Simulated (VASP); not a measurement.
SbS2, 6 atoms in the cell. It takes space group Cmcm (No. 63, orthorhombic). Conventional cell: a = 10.195 Å, b = 5.329 Å, c = 5.179 Å, α = 90.00°, β = 90.00°, γ = 90.00°. Sb (site symmetry m2m) has 8 S at 2.62 to 3.37 Å and 2 Sb at 3.40 Å within 3.5 Å. S (site symmetry m) has 4 Sb at 2.62 to 3.37 Å and 3 S at 2.71 to 3.46 Å within 3.5 Å. 

```yaml
Program: VASP 6.6.1
Task: single point
Functional: PBE
Potentials_or_basis: VASP PAW PBE potentials, release 64 (Sb, S)
Cutoff: 520 eV
k_mesh: 8 × 8 × 8
Occupations: gaussian, width 0.1 eV
Spin: no spin polarisation
Dipole_correction: no
Further_INCAR_settings: ALGO = Normal; EDIFF = 1e-06; NBANDS = 26
```

Potentials or basis: VASP PAW PBE potentials, release 64 (Sb, S).

Launch:

```sh
$ cat potpaw_PBE.64/Sb/POTCAR potpaw_PBE.64/S/POTCAR > POTCAR
$ mpirun -np 1 vasp_std > vasp.out
```

Hardware: 1 thread of Intel Xeon 6975P-C (shared host).

Q: Estimate the wall time of this run.

A: Wall time 5.3 min on 1 thread of Intel Xeon 6975P-C (shared host), peak memory 0.49 GiB. Counts: scf iterations 13, k points 105.
